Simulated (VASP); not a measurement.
# Si8BC8N: single point with PBE

Si8BC8N:

```
Si C B N
1.0
     5.58587   -0.11332   -0.04111
    -0.11332    5.71893   -0.01133
    -0.04111   -0.01133    6.07304
Si C B N
8 8 1 1
Cartesian
  3.5006 3.7574 3.8888
  1.4265 0.8633 0.5603
  -0.2158 5.4258 1.8971
  3.2082 0.9600 2.6821
  4.2516 2.9954 0.8995
  1.5639 1.5786 3.9997
  1.0222 3.2821 0.3510
  3.7479 1.5003 5.3462
  4.2683 5.4682 3.3332
  3.8055 4.8081 0.7983
  3.8149 4.9394 5.4442
  0.6891 5.7679 4.9797
  1.1479 4.3293 4.8308
  2.5782 5.3580 1.4463
  1.4623 3.6492 3.5978
  4.8926 0.0528 4.7324
  1.4949 4.3153 2.0957
  3.9267 2.5538 2.5036
```

| Item | Value |
| --- | --- |
| Program | VASP 6.6.1 |
| Task | single point |
| Functional | PBE |
| Potentials or basis | VASP PAW PBE potentials, release 64 (Si, C, B, N) |
| Cutoff | 520 eV |
| k mesh | 1 × 1 × 1, shifted |
| Occupations | fermi-dirac, width 0.05 eV |
| Spin | no spin polarisation |

| Quantity | Value |
| --- | --- |
| Pressure | 7.3 GPa |
| Largest force | 1.369 eV/Å |

Forces in eV/Å, atoms in the order of the input:
```
Si  -0.120  0.466 -0.286
Si  -0.211 -0.028 -0.343
Si  -0.296  0.204 -0.183
Si  -0.039 -0.048 -0.113
Si   0.558 -0.465  0.440
Si  -0.201  0.475  0.402
Si  -0.099 -0.261  0.887
Si  -0.519 -0.214 -0.663
C    0.949 -0.509  0.661
C    0.306  0.674 -0.305
C   -0.174 -0.221 -0.184
C    0.401  0.628 -0.322
C   -0.102  0.399 -0.692
C   -0.557 -0.182  0.164
C   -0.011 -0.495  1.276
C    0.106 -0.142 -0.116
B   -0.028 -0.250 -0.988
N    0.038 -0.032  0.365
```

Stress tensor (GPa, compression positive):
```
10.16  3.46  0.23
 3.46 -3.56  1.88
 0.23  1.88 15.44
```

Levels at points of the mesh, in eV from the Fermi level:
```csv
k point,band 34,band 35,band 36,band 37,band 38,band 39
"(0.25, 0.25, 0.25)",-1.21,-0.74,-0.47,0.47,1.23,1.58
```

Run time: 17 s on 1 thread of AMD EPYC 9R45 (Zen 5), with other jobs on the host, peak memory 0.25 GiB.

Caveat: the atoms stand as in a frame of molecular dynamics.
